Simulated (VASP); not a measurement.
## TaN: single point with r2SCAN+D4

The system is TaN.

```
CELL_PARAMETERS angstrom
5.15616 0.00000 0.00000
-2.57808 4.46537 0.00000
0.00000 0.00000 2.88848
ATOMIC_POSITIONS crystal
Ta 0.00000 0.00000 0.00000
Ta 0.33333 0.66667 0.50000
Ta 0.66667 0.33333 0.50000
N 0.50000 0.00000 0.00000
N 0.50000 0.50000 0.00000
N 0.00000 0.50000 0.00000
```

```json
{
 "Program": "VASP 6.6.1",
 "Task": "single point",
 "Functional": "r2SCAN",
 "Dispersion": "D4",
 "Potentials or basis": "VASP PAW PBE potentials, release 64 (Ta_pv, N)",
 "Cutoff": "520 eV",
 "k mesh": "5 × 5 × 8",
 "Occupations": "fermi-dirac, width 0.05 eV",
 "Spin": "no spin polarisation"
}
```

```
Pressure                   : 12.4 GPa
Band gap on the k mesh     : zero (bands 24 and 25 overlap by 2.28 eV)
Dispersion energy per atom : -0.111 eV
```

Stress tensor (GPa, compression positive):
```
12.04  0.00  0.00
 0.00 12.04  0.00
 0.00  0.00 13.16
```

Levels at points of the mesh, in eV from the Fermi level:
```
           k point  band 21  band 22  band 23  band 24  band 25  band 26  band 27  band 28
(0.00, 0.00, 0.00)    -3.39    -2.83    -2.24    -1.24    -1.24     0.88     0.88     1.58
(0.00, 0.00, 0.50)    -3.48    -3.48    -2.20     1.04     1.04     1.42     2.21     2.63
```

Run time: 5.4 min on 1 thread of Intel Xeon 8259CL, on a shared host, peak memory 0.22 GiB.

Caveat: the cell stands under pressure; the PAW data sets were made with another functional, which shifts forces and pressure a little; spin-orbit coupling is left out, which moves the levels of the heavy elements.
